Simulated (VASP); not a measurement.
Input of a VASP 6.6.1 run:

INCAR

```
SYSTEM = BN
ALGO = Normal ; EDIFF = 1E-6
ENCUT = 600 ; GGA = PE
GGA_COMPAT = .FALSE. ; ISIF = 2
ISMEAR = 0 ; IVDW = 12
LASPH = .TRUE. ; LCHARG = .FALSE.
LREAL = .FALSE. ; LWAVE = .FALSE.
NBANDS = 11 ; NELM = 120
PREC = Accurate ; SIGMA = 0.05
```

Contents of KPOINTS:

```
k-points
0
G
  12 12 12
  0 0 0
```

The input POSCAR:

```
BN
1.0
    0.0000000000      3.5438369906      2.0599698839
    1.2389086791      0.0000000000      2.0599698839
    1.2389086791      3.5438369906      0.0000000000
B N
1 1
Direct
    0.0019903569      0.0019903569      0.9980096431
    0.6647096331      0.6647096331      0.3352903669
```

Potentials or basis: VASP PAW PBE potentials, release 64 (B, N).

Command:

```sh
$ cat potpaw_PBE.64/B/POTCAR potpaw_PBE.64/N/POTCAR > POTCAR
$ mpirun -np 1 vasp_std > vasp.out
```

**Question.** Estimate the dispersion energy per atom.

**Answer.** -0.138 eV.

**Question.** Predict the pressure.

**Answer.** 24.2 GPa.

**Question.** Predict the band gap on the k mesh.

**Answer.** 4.37 eV (least direct gap 4.79 eV).

Stress tensor (GPa, compression positive):
```
23.64  0.00  0.00
 0.00 -1.85  0.00
 0.00  0.00 50.92
```

Caveat: the cell differs from its parent crystal (strain +e along x and -e along y -0.0367, strain +e along z and -e/2 along x and y -0.0500); the stress differs along the axes, from -2 to 51 GPa. A k mesh can miss the band edges.
